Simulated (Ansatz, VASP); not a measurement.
**Two plane-wave programs on NaH**

The input POSCAR:

```
NaH
1.0
    0.0000000000      2.4400000000      2.4400000000
    2.4400000000      0.0000000000      2.4400000000
    2.4400000000      2.4400000000      0.0000000000
Na H
1 1
Direct
    0.0000000000      0.0000000000      0.0000000000
    0.5000000000      0.5000000000      0.5000000000
```

File INCAR.step1:

```
SYSTEM = NaH
  ALGO = Normal
  EDIFF = 1E-4
  ENCUT = 600
  GGA = PE
  ISMEAR = -1
  LASPH = .TRUE.
  LCHARG = .FALSE.
  LREAL = .FALSE.
  LWAVE = .TRUE.
  NELM = 60
  PREC = Accurate
  SIGMA = 0.01
```

The input INCAR.step2:

```
SYSTEM = NaH
  ALGO = Normal
  BPARAM = 11.95
  CPARAM = 0.0093
  EDIFF = 1E-6
  EDIFFG = -0.005
  ENCUT = 600
  IBRION = 2
  ISIF = 3
  ISMEAR = -1
  ISTART = 1
  IVDW_NL = 2
  LASPH = .TRUE.
  LCHARG = .FALSE.
  LMIXTAU = .TRUE.
  LREAL = .FALSE.
  LUSE_VDW = .TRUE.
  LWAVE = .FALSE.
  METAGGA = R2SCAN
  NELM = 60
  NSW = 80
  PREC = Accurate
  SIGMA = 0.01
```

KPOINTS

```
k-points
0
G
  8 8 8
  0 0 0
```

Input for Ansatz:

```yaml
crystal:
  lattice:
    - [0.0, 2.44, 2.44]
    - [2.44, 0.0, 2.44]
    - [2.44, 2.44, 0.0]
  atoms:
    - { symbol: Na, position: [0.0, 0.0, 0.0] }
    - { symbol: H, position: [0.5, 0.5, 0.5] }
kpoints:
  mp_grid:
    grid: [8, 8, 8]
    shift: [0.0, 0.0, 0.0]
hamiltonian:
  xc: r2scan
  dispersion: rvv10
scf:
  occupations:
    method: fermi_dirac
    width: 0.01
relax:
  f_tol: 0.005
  max_steps: 60
  cell: {}
```

Alike in both runs: task relaxation of cell and atoms; functional r2SCAN; dispersion rVV10; k mesh 8 × 8 × 8; occupations fermi-dirac, width 0.01 eV; no spin polarisation.

|  | VASP | Ansatz |
| --- | --- | --- |
| version | VASP 6.6.1 | Ansatz 0.2.0 |
| potentials or method | VASP PAW PBE potentials, release 64 (Na_pv, H) | plane waves, PAW |
| plane-wave cutoff (eV) | 600 | 500 |
| valence electrons in the cell | 8 | 10 |

Ansatz gave:

| Quantity | Value |
| --- | --- |
| relaxed volume (Å³/atom) | 13.62 |
| relaxed cell length with the largest relative difference (Å) | 3.378 |

Problem. What did VASP give for the same quantities?

Solution. Relaxed volume (Å³/atom): 13.49; relaxed cell length with the largest relative difference (Å): 3.367.

VASP's potentials were made for PBE, not for r2SCAN. VASP's potentials hold 8 valence electrons a cell and Ansatz's 10, so a difference there can come from the potentials and not from the codes.
